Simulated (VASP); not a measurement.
A run of VASP 6.6.1:

File POSCAR:

```
MgO
1.0
    3.5524122959      0.0000000000      0.0000000000
   -1.7762061480      3.0764792929      0.0000000000
    0.0000000000      0.0000000000      4.2674030714
Mg O
2 2
Direct
    0.6666666667      0.3333333333      0.7500000000
    0.3333333333      0.6666666667      0.2500000000
    0.6666666667      0.3333333333      0.2500000000
    0.3333333333      0.6666666667      0.7500000000
```

The input INCAR.step1:

```
PREC = Accurate
ENCUT = 520
ISMEAR = 0
SIGMA = 0.01
LREAL = F
LASPH = T
NELM = 100
NBANDS = 16
GGA = PE
ALGO = Normal
EDIFF = 1E-4
LWAVE = T
LCHARG = F
```

File INCAR.step2:

```
PREC = Accurate
ENCUT = 520
EDIFF = 1E-7
ISMEAR = 0
SIGMA = 0.01
LREAL = F
LASPH = T
NELM = 100
ALGO = Normal
ISIF = 2
LWAVE = F
LCHARG = F
METAGGA = R2SCAN
LMIXTAU = T
NBANDS = 16
ISTART = 1
```

The input KPOINTS:

```
Automatic mesh
0
Gamma
  9 9 6
```

Potentials or basis: VASP PAW PBE potentials, release 64 (Mg, O).

Command:

```console
$ cat potpaw_PBE.64/Mg/POTCAR potpaw_PBE.64/O/POTCAR > POTCAR
$ cp INCAR.step1 INCAR
$ mpirun -np 1 vasp_std > vasp.out
$ cp INCAR.step2 INCAR
$ mpirun -np 1 vasp_std > vasp.out
```

Hardware: 1 thread of Intel Xeon 8259CL, with other jobs on the host.

How long does it take, and how much memory?

It took 3.2 min on 1 thread of Intel Xeon 8259CL, on a shared host, peak memory 0.19 GiB. Counts: k points 48.
